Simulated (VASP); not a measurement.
# InGaO (P-6m2) in VASP: relaxation of cell and atoms with PBE

Aim: the relaxation of cell and atoms of InGaO with PBE.

Everything below comes from runs of VASP 6.6.1. Logs are shortened: lines on timing, memory, paths and dates and some standing lists are left out, and cuts for length are marked.

**1. The cell of the first run**

Symmetry: P-6m2, No. 187, hexagonal system. The conventional cell has a = 3.925 Å, b = 3.925 Å, c = 4.684 Å, α = 90.00°, β = 90.00°, γ = 120.00°. In (site symmetry -6m2) has 6 Ga at 3.26 Å and 6 O at 3.26 Å and 6 In at 3.92 Å within 4.3 Å. Within 3.0 Å of Ga (site symmetry -6m2) lie 3 O at 2.27 Å. O (site symmetry -6m2) has 3 Ga at 2.27 Å within 3.0 Å.

The cell was generated, and may not be a known phase.

**2. Relaxation of cell and atoms, PBE**

Input file INCAR:

```
PREC = Accurate
ENCUT = 1340
EDIFF = 1E-7
ISMEAR = 0
SIGMA = 0.1
LREAL = F
LASPH = T
NELM = 120
ALGO = Normal
ISIF = 3
LWAVE = F
LCHARG = F
GGA = PE
IBRION = 2
NSW = 90
EDIFFG = -0.04
GGA_COMPAT = F
NELMIN = 4
```

Input file KPOINTS:

```
Automatic mesh
0
Gamma
  6 6 4
```

Input file POSCAR:

```
InGaO
1.0
    3.9245335700      0.0000000000      0.0000000000
   -1.9622667800      3.3987457700      0.0000000000
    0.0000000000      0.0000000000      4.6838002000
In Ga O
1 1 1
Direct
    0.0000000000      0.0000000000      0.0000000000
    0.6666666700      0.3333333300      0.5000000000
    0.3333333300      0.6666666700      0.5000000000
```

Potentials or basis: VASP PAW PBE potentials, release 64 (In_d, Ga_d, O_h).

Started as:

```sh
$ cat potpaw_PBE.64/In_d/POTCAR potpaw_PBE.64/Ga_d/POTCAR potpaw_PBE.64/O_h/POTCAR > POTCAR
$ mpirun -np 1 vasp_std > vasp.out
```

OUTCAR:

```text
PREC = Accurate
   ENCUT = 1340
   EDIFF = 1E-7
   ISMEAR = 0
   LREAL = F
   LASPH = T
   NELM = 120
   ISIF = 3
   GGA = PE
   IBRION = 2
   NSW = 90
   EDIFFG = -0.04
   NELMIN = 4

 ion  position               nearest neighbor table
   1  0.000  0.000  0.000-   2 3.26   2 3.26   2 3.26   2 3.26   2 3.26   2 3.26
   2  0.667  0.333  0.500-   1 3.26   1 3.26   1 3.26   1 3.26   1 3.26   1 3.26
   3  0.333  0.667  0.500-

  LATTYP: Found a hexagonal cell.
 ALAT       =     3.9245335700
 C/A-ratio  =     1.1934667181

  Lattice vectors:

 A1 = (   3.9245335700,   0.0000000000,   0.0000000000)
 A2 = (  -1.9622667800,   3.3987457700,   0.0000000000)
 A3 = (   0.0000000000,   0.0000000000,   4.6838002000)

Analysis of symmetry for initial positions (statically):
=====================================================================
 Subroutine PRICEL returns:
 Original cell was already a primitive cell.

 Routine SETGRP: Setting up the symmetry group for a
 hexagonal supercell.

 Subroutine GETGRP returns: Found 12 space group operations
 (whereof 12 operations were pure point group operations)
 out of a pool of 24 trial point group operations.

The static configuration has the point symmetry D_3h.

Analysis of symmetry for dynamics (positions and initial velocities):
=====================================================================
 Subroutine PRICEL returns:
 Original cell was already a primitive cell.

 Routine SETGRP: Setting up the symmetry group for a
 hexagonal supercell.

 Subroutine GETGRP returns: Found 12 space group operations
 (whereof 12 operations were pure point group operations)
 out of a pool of 24 trial point group operations.

The dynamic configuration has the point symmetry D_3h.

 Subroutine INISYM returns: Found 12 space group operations
 (whereof 12 operations are pure point group operations),
 and found     1 'primitive' translations

----------------------------------------------------------------------------------------

                                     Primitive cell

  volume of cell :      62.4748

  direct lattice vectors                    reciprocal lattice vectors
     3.924533570  0.000000000  0.000000000     0.254807350  0.147113092  0.000000000
    -1.962266780  3.398745770  0.000000000     0.000000000  0.294226185  0.000000000
     0.000000000  0.000000000  4.683800200     0.000000000  0.000000000  0.213501848

  length of vectors
     3.924533570  3.924533568  4.683800200     0.294226184  0.294226185  0.213501848

  position of ions in fractional coordinates (direct lattice)
     0.000000000  0.000000000  0.000000000
     0.666666670  0.333333330  0.500000000
     0.333333330  0.666666670  0.500000000

  ion indices of the primitive-cell ions
   primitive index   ion index
                 1           1
                 2           2
                 3           3

----------------------------------------------------------------------------------------

 KPOINTS: Automatic mesh

Automatic generation of k-mesh.
 Grid dimensions read from file:
 generate k-points for:    6    6    4

 Generating k-lattice:

  Cartesian coordinates                     Fractional coordinates (reciprocal lattice)
     0.042467892  0.024518849  0.000000000     0.166666667  0.000000000  0.000000000
     0.000000000  0.049037697  0.000000000     0.000000000  0.166666667  0.000000000
     0.000000000  0.000000000  0.053375462     0.000000000  0.000000000  0.250000000

  Length of vectors
     0.049037697  0.049037697  0.053375462

  Shift w.r.t. Gamma in fractional coordinates (k-lattice)
     0.000000000  0.000000000  0.000000000

 Subroutine IBZKPT returns following result:
 ===========================================

 Found     21 irreducible k-points:

 Following reciprocal coordinates:
            Coordinates               Weight
  0.000000  0.000000  0.000000      1.000000
  0.166667  0.000000  0.000000      6.000000
  0.333333  0.000000  0.000000      6.000000
  0.500000  0.000000  0.000000      3.000000
  0.166667  0.166667  0.000000      6.000000
  0.333333  0.166667  0.000000     12.000000
[... 13 lines left out ...]
  0.333333  0.166667  0.500000     12.000000
  0.333333  0.333333  0.500000      2.000000
   k-points           NKPTS =     21   k-points in BZ     NKDIM =     21   number of bands    NBANDS=     20
   number of dos      NEDOS =    301   number of ions     NIONS =      3
   total plane-waves  NPLWV = 129024
   dimension x,y,z NGX =    48 NGY =   48 NGZ =   56
   dimension x,y,z NGXF=    96 NGYF=   96 NGZF=  112
   ions per type =               1   1   1
   NGX,Y,Z   is equivalent  to a cutoff of  20.33, 20.33, 19.88 a.u.
   NGXF,Y,Z  is equivalent  to a cutoff of  40.67, 40.67, 39.75 a.u.
 SYSTEM =  unknown system
   PREC   = accura    normal or accurate (medium, high low for compatibility)
   ISTART =      0    job   : 0-new  1-cont  2-samecut
   ICHARG =      2    charge: 1-file 2-atom 10-const
   ISPIN  =      1    spin polarized calculation?
   LNONCOLLINEAR =      F non collinear calculations
   LSORBIT =      F    spin-orbit coupling
   LASPH  =      T    aspherical Exc in radial PAW
   ENCUT  = 1340.0 eV  98.49 Ry    9.92 a.u.  11.71 11.71 13.98*2*pi/ulx,y,z
   NELM   =    120;   NELMIN=  4; NELMDL= -5     # of ELM steps
   EDIFF  = 0.1E-06   stopping-criterion for ELM
   LREAL  =      F    real-space projection
   EDIFFG = -.4E-01   stopping-criterion for IOM
   NSW    =     90    number of steps for IOM
   IBRION =      2    ionic relax: 0-MD 1-quasi-New 2-CG
   NFREE  =      1    steps in history (QN), initial steepest desc. (CG)
   ISIF   =      3    stress and relaxation
   ISYM   =      2    0-nonsym 1-usesym 2-fastsym
   POTIM  = 0.5000    time-step for ionic-motion
   TEBEG  =    0.0;   TEEND  =   0.0 temperature during run
   PSTRESS=    0.0 pullay stress
   NELECT =      32.0000    total number of electrons
   NUPDOWN=      -1.0000    fix difference up-down
   EMIN   =  10.00;   EMAX   =-10.00  energy-range for DOS
   EFERMI =   0.00;   METHOD = LEGACY
   ISMEAR =     0;   SIGMA  =   0.10  broadening in eV -4-tet -1-fermi 0-gaus
   EFERMI_NEDOS =   21; number of points for ismear=-14 and -15
   IALGO  =     38    algorithm
   IMIX   =      4    mixing-type and parameters
     AMIX     =   0.40;   BMIX     =  1.00
     AMIX_MAG =   1.60;   BMIX_MAG =  1.00
  volume/ion in A,a.u.               =      20.82       140.53
  Fermi-wavevector in a.u.,A,eV,Ry     =   1.309855  2.475266 23.343779  1.715719
  Thomas-Fermi vector in A             =   2.440425
   LORBIT       =      0    0 simple, 1 ext, 2 COOP (PROOUT), +10 PAW based schemes
   GGA     = PE    functional components
   LHFCALC =     F    Hartree Fock is set to
   AEXX    =    0.0000 exact exchange contribution
   IVDW    =     0    specifies the selected vdW correction
   LEPSILON=     F    determine dielectric tensor
   LRPA    =     F    only Hartree local field effects (RPA)
 conjugate gradient relaxation of ions
 non-spin polarized calculation
 Gauss-broadening in eV      SIGMA  =   0.10
  energy-cutoff  :     1340.00
  volume of cell :       62.47
 maximum number of plane-waves:      6980
 NGX is ok and might be reduce to    48
   NGX = 23   NGY = 23   NGZ = 27

--------------------------------------- Ionic step        1  -------------------------------------------

 number of electron      32.0000001 magnetization

 Free energy of the ion-electron system (eV)
  ---------------------------------------------------
  ext. energy  EPLUGINS =         0.00000000
  ---------------------------------------------------
  free energy    TOTEN  =       -11.57530692 eV

  energy without entropy =      -11.57321632  energy(sigma->0) =      -11.57426162

------------------------ aborting loop because EDIFF is reached ----------------------------------------

  FORCE on cell =-STRESS in cart. coord.  units (eV):
  Direction    XX          YY          ZZ          XY          YZ          ZX
  --------------------------------------------------------------------------------------
  -------------------------------------------------------------------------------------
  Total       -3.2188114     -3.2188114     -0.2281489     -0.0000000      0.0000000      0.0000000
  in kB      -82.5469485    -82.5469485     -5.8509171     -0.0000001      0.0000000      0.0000000
  external PRESSURE =     -56.9816047 kB  Pullay stress =       0.0000000 kB
[... 92 lines left out ...]
  FREE ENERGIE OF THE ION-ELECTRON SYSTEM (eV)
  ---------------------------------------------------
  free  energy   TOTEN  =       -11.8705121027 eV

  energy  without entropy=      -11.8677756622  energy(sigma->0) =      -11.86914388

 E-fermi :   5.8090     XC(G=0):  -9.9959

 val. band max:        5.7062559173   @ k =   0.3333   0.3333   0.0000
 cond. band min:       5.8564284341   @ k =   0.3333   0.0000   0.0000
 fundamental gap:      0.1501725168
 Fermi energy:         5.8090494168

 k-point     1 :       0.0000    0.0000    0.0000
  band No.  band energies     occupation
      1     -15.0085      2.00000
      2     -10.3320      2.00000
      3     -10.3320      2.00000
      4     -10.1277      2.00000
      5     -10.1277      2.00000
      6      -9.9632      2.00000
[... 12 lines left out ...]
     19      12.4236      0.00000
[... 444 lines left out ...]
      4     -10.1624      2.00000
      5     -10.1342      2.00000
      6      -9.6006      2.00000
[... 12 lines left out ...]
     19       8.1477      0.00000
     20      11.0606      0.00000

[... ionic steps 4 to 9 ...]

--------------------------------------- Ionic step       10  -------------------------------------------

 number of electron      31.9999999 magnetization

------------------------ aborting loop because EDIFF is reached ----------------------------------------

  FORCE on cell =-STRESS in cart. coord.  units (eV):
  Direction    XX          YY          ZZ          XY          YZ          ZX
  --------------------------------------------------------------------------------------
  -------------------------------------------------------------------------------------
  Total        0.4196490      0.4196490     -0.1186688      0.0000000      0.0000000      0.0000000
  in kB       11.4729252     11.4729252     -3.2443262      0.0000000      0.0000000      0.0000000
  external PRESSURE =       6.5671748 kB  Pullay stress =       0.0000000 kB
[... 59 lines left out ...]
  energy  without entropy=      -12.1297570244  energy(sigma->0) =      -12.13296621

--------------------------------------- Ionic step       12  -------------------------------------------

 number of electron      31.9999997 magnetization

 Free energy of the ion-electron system (eV)
  ---------------------------------------------------
  ext. energy  EPLUGINS =         0.00000000
  ---------------------------------------------------
  free energy    TOTEN  =       -12.13953107 eV

  energy without entropy =      -12.13272606  energy(sigma->0) =      -12.13612857

 E-fermi :   5.8993     XC(G=0): -10.0614

 val. band max:        5.8754489811   @ k =   0.3333   0.0000   0.0000
 cond. band min:       5.9009409388   @ k =   0.1667   0.0000   0.0000
 fundamental gap:      0.0254919577
 Fermi energy:         5.8993367700

 k-point     1 :       0.0000    0.0000    0.0000
  band No.  band energies     occupation
      1     -14.6753      2.00000
      2     -10.0767      2.00000
      3     -10.0767      2.00000
      4      -9.8994      2.00000
      5      -9.8994      2.00000
      6      -9.7498      2.00000
[... 12 lines left out ...]
     19      12.2867      0.00000
[... 489 lines left out ...]
  FREE ENERGIE OF THE ION-ELECTRON SYSTEM (eV)
  ---------------------------------------------------
  free  energy   TOTEN  =       -12.1395310737 eV

  energy  without entropy=      -12.1327260635  energy(sigma->0) =      -12.13612857

 reached required accuracy - stopping structural energy minimisation
```

It took 15 min on 1 thread of Intel Xeon Platinum 8259CL at 2.50GHz (Skylake/Cascade Lake), shared host; peak memory 0.43 GiB.

Results:

```
Free energy                           : -12.1395 eV
Relaxed volume                        : 19.56 Å³/atom
Relaxed cell                          : a = 3.419 Å, b = 3.419 Å, c = 5.796 Å, α = 90.00°, β = 90.00°, γ = 120.00°
Space group after relaxing (to 0.1 Å) : P-6m2 (No. 187)
Energy gained by relaxing             : 188.1 meV/atom
Ionic steps                           : 12
Pressure after relaxing               : 0.1 GPa
Band gap on the k mesh                : zero (bands 16 and 17 overlap by 0.31 eV)
```

Step by step:
| step | energy change (eV) | largest force (eV/Å) | pressure (GPa) | volume (Å³) |
| --- | --- | --- | --- | --- |
| 1 | 0.0000 | 0.0000 | -5.70 | 62.47 |
| 2 | -0.2539 | 0.0000 | -1.39 | 55.97 |
| 3 | -0.2952 | 0.0000 | 1.59 | 53.22 |
| 4 | -0.2965 | 0.0000 | 2.48 | 52.58 |
| 5 | -0.3941 | 0.0000 | 2.92 | 52.80 |
| 6 | -0.4669 | 0.0000 | 6.12 | 52.70 |
| 7 | -0.5404 | 0.0000 | 2.69 | 55.91 |
| 8 | -0.5569 | 0.0000 | 0.22 | 59.33 |
| 9 | -0.5577 | 0.0000 | 0.58 | 58.73 |
| 10 | -0.5577 | 0.0000 | 0.66 | 58.60 |
| 11 | -0.5609 | 0.0000 | 0.46 | 58.63 |
| 12 | -0.5642 | 0.0000 | 0.12 | 58.68 |

Final structure:
```yaml
crystal:
  lattice:
    - [3.41910, 0.00000, 0.00000]
    - [-1.70955, 2.96103, 0.00000]
    - [0.00000, 0.00000, 5.79617]
  atoms:
    - { symbol: In, position: [0.00000, 0.00000, 0.00000] }
    - { symbol: Ga, position: [0.66667, 0.33333, 0.50000] }
    - { symbol: O, position: [0.33333, 0.66667, 0.50000] }
```

Levels at points of the mesh, in eV from the Fermi level:
```csv
k point,band 13,band 14,band 15,band 16,band 17,band 18,band 19,band 20
"(0.00, 0.00, 0.00)",-6.10,-4.97,-4.97,-2.43,-0.07,6.39,6.39,8.33
"(0.50, 0.00, 0.00)",-6.00,-4.48,-3.28,-2.16,0.30,1.20,3.82,4.59
"(0.00, 0.00, 0.50)",-4.97,-4.97,-4.43,-4.18,2.26,4.13,6.77,6.77
"(0.50, 0.00, 0.50)",-5.99,-4.82,-3.61,-1.53,-0.04,1.55,4.02,5.20
```

Caveat: a cell axis changed by over 15 % at a fixed basis, so the end point is rough; spin-orbit coupling is left out, which moves the levels of the heavy elements.

The gap in the log of VASP goes by the Fermi energy; the results here count the filled bands.